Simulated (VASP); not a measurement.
# SrCl2 (Fm-3m) in VASP: further runs, part 2 of 2

VASP 6.6.1. The steps go on from the part before.

## 4. Vibrations by perturbation theory, PBEsol

The input, INCAR:

```
SYSTEM = SrCl2
ALGO = Normal ; EDIFF = 1E-8
ENCUT = 520 ; GGA = PS
IBRION = 8 ; ISIF = 2
ISMEAR = 0 ; LASPH = .TRUE.
LCHARG = .FALSE. ; LEPSILON = .TRUE.
LREAL = .FALSE. ; LWAVE = .FALSE.
NELM = 100 ; NSW = 1
PREC = Accurate ; SIGMA = 0.01
```

The input, KPOINTS:

```
k-points
0
G
  8 8 8
  0 0 0
```

The input, POSCAR:

```
SrCl2
1.0
    0.0000000000      3.4536334143      3.4536334143
    3.4536334143      0.0000000000      3.4536334143
    3.4536334143      3.4536334143      0.0000000000
Sr Cl
1 2
Direct
    0.0000000000      0.0000000000      0.0000000000
    0.2500000000      0.2500000000      0.2500000000
    0.7500000000      0.7500000000      0.7500000000
```

Potentials or basis: VASP PAW PBE potentials, release 64 (Sr_sv, Cl).

Command:

```
> cat potpaw_PBE.64/Sr_sv/POTCAR potpaw_PBE.64/Cl/POTCAR > POTCAR
> mpirun -np 1 vasp_std > vasp.out
```

OUTCAR:

```text
SYSTEM = SrCl2
   EDIFF = 1E-8
   ENCUT = 520
   GGA = PS
   IBRION = 8
   ISIF = 2
   ISMEAR = 0
   LASPH = .TRUE.
   LEPSILON = .TRUE.
   LREAL = .FALSE.
   NELM = 100
   NSW = 1
   PREC = Accurate

 ion  position               nearest neighbor table
   1  0.000  0.000  0.000-   3 2.99   3 2.99   3 2.99   2 2.99   2 2.99   2 2.99   3 2.99   2 2.99

   2  0.250  0.250  0.250-   1 2.99   1 2.99   1 2.99   1 2.99
   3  0.750  0.750  0.750-   1 2.99   1 2.99   1 2.99   1 2.99

  LATTYP: Found a face centered cubic cell.
 ALAT       =     6.9072668286

  Lattice vectors:

[... 776 lines left out ...]
  1Y     0.000000   -2.936788    0.000000    0.000000    1.468394    0.000000    0.000000    1.468394    0.000000
  1Z     0.000000    0.000000   -2.936788    0.000000    0.000000    1.468394    0.000000    0.000000    1.468394
  2X     1.474834    0.000000    0.000000   -2.891724    0.000000    0.000000    1.416890    0.000000    0.000000
  2Y     0.000000    1.474834   -0.000000    0.000000   -2.891724    0.000000    0.000000    1.416890    0.000000
  2Z     0.000000   -0.000000    1.474834    0.000000    0.000000   -2.891724    0.000000    0.000000    1.416890
  3X     1.474834    0.000000    0.000000    1.416890    0.000000    0.000000   -2.891724    0.000000    0.000000
  3Y     0.000000    1.474834   -0.000000    0.000000    1.416890    0.000000    0.000000   -2.891724    0.000000
  3Z     0.000000   -0.000000    1.474834    0.000000    0.000000    1.416890    0.000000    0.000000   -2.891724

 Eigenvectors and eigenvalues of the dynamical matrix
 ----------------------------------------------------

   1 f  =    5.449956 THz    34.243086 2PiTHz  181.790979 cm-1    22.539199 meV
             X         Y         Z           dx          dy          dz
      0.000000  0.000000  0.000000     0.000000   -0.000000   -0.000000
      1.726817  1.726817  1.726817     0.084430    0.702048   -0.000000
      5.180450  5.180450  5.180450    -0.084430   -0.702048    0.000000
[... 43 lines left out ...]
   9 f/i=    0.004660 THz     0.029280 2PiTHz    0.155445 cm-1     0.019273 meV
             X         Y         Z           dx          dy          dz
      0.000000  0.000000  0.000000     0.434326    0.604284   -0.000391
      1.726817  1.726817  1.726817     0.275671    0.383545   -0.000248
      5.180450  5.180450  5.180450     0.275671    0.383545   -0.000248

--------------------------------------------------------------------------------------------------------

 MACROSCOPIC STATIC DIELECTRIC TENSOR IONIC CONTRIBUTION
 ------------------------------------------------------
           4.652439    -0.000000    -0.000000
          -0.000000     4.652439     0.000000
          -0.000000     0.000000     4.652439
 ------------------------------------------------------

 ELASTIC MODULI CONTR FROM IONIC RELAXATION (kBar)
 Direction    XX          YY          ZZ          XY          YZ          ZX
 --------------------------------------------------------------------------------
 XX          -0.0000      0.0000      0.0000     -0.0000     -0.0000     -0.0000
 YY           0.0000     -0.0000     -0.0000     -0.0000      0.0000     -0.0000
 ZZ           0.0000     -0.0000     -0.0000     -0.0000      0.0000     -0.0000
 XY          -0.0000     -0.0000     -0.0000    -65.9024      0.0000      0.0000
 YZ          -0.0000      0.0000      0.0000      0.0000    -65.9024     -0.0000
 ZX          -0.0000     -0.0000     -0.0000      0.0000     -0.0000    -65.9024
 --------------------------------------------------------------------------------

 PIEZOELECTRIC TENSOR IONIC CONTR  for field in x, y, z        (C/m^2)
          XX          YY          ZZ          XY          YZ          ZX
  --------------------------------------------------------------------------------
  x    -0.00000     0.00000     0.00000     0.00000    -0.00000    -0.00000
  y    -0.00000    -0.00000    -0.00000     0.00000    -0.00000    -0.00000
  z     0.00000    -0.00000    -0.00000    -0.00000     0.00000     0.00000
```

stdout:

```text
POSCAR found type information on POSCAR SrCl
 POSCAR found :  2 types and       3 ions
 scaLAPACK will be used
 -----------------------------------------------------------------------------
|                                                                             |
|                                                                             |
|     You enforced a specific xc type in the INCAR file but a different       |
[... 39 lines left out ...]
 force on displaced ion       1 direction 1 :  -2.937   0.000   0.000
 Born effective charge ion    1 direction 1 :   2.496   0.000   0.000
 Linear response progress:
 first order change of Fermi-energy  -0.26749E-01
 force on displaced ion       2 direction 1 :  -2.892   0.000   0.000
 Born effective charge ion    2 direction 1 :  -1.248   0.000   0.000
 Born effective charges drift removed
 Linear response finished
```

It took 19 min on 1 thread of Intel Xeon Platinum 8259CL at 2.50GHz (Skylake/Cascade Lake), shared host; peak memory 0.55 GiB.

What came out:

- Electronic dielectric tensor (diagonal): 3.02
- Born charges (mean of the diagonal): Sr +2.50; Cl -1.25 e
- Highest phonon frequency at Γ, LO-TO splitting left out: 182 cm⁻¹

Phonon frequencies in cm⁻¹ (negative: imaginary):
| q point | frequencies |
| --- | --- |
| (0.000, 0.000, 0.000) | 0 0 0 143 143 143 182 182 182 |

Electronic dielectric tensor:
```
3.02 0.00 0.00
0.00 3.02 0.00
0.00 0.00 3.02
```

Born effective charge tensors (e):
atom 1, Sr
```
2.50 0.00 0.00
0.00 2.50 0.00
0.00 0.00 2.50
```
atom 2, Cl
```
-1.25  0.00  0.00
 0.00 -1.25  0.00
 0.00  0.00 -1.25
```
atom 3, Cl
```
-1.25  0.00  0.00
 0.00 -1.25  0.00
 0.00  0.00 -1.25
```
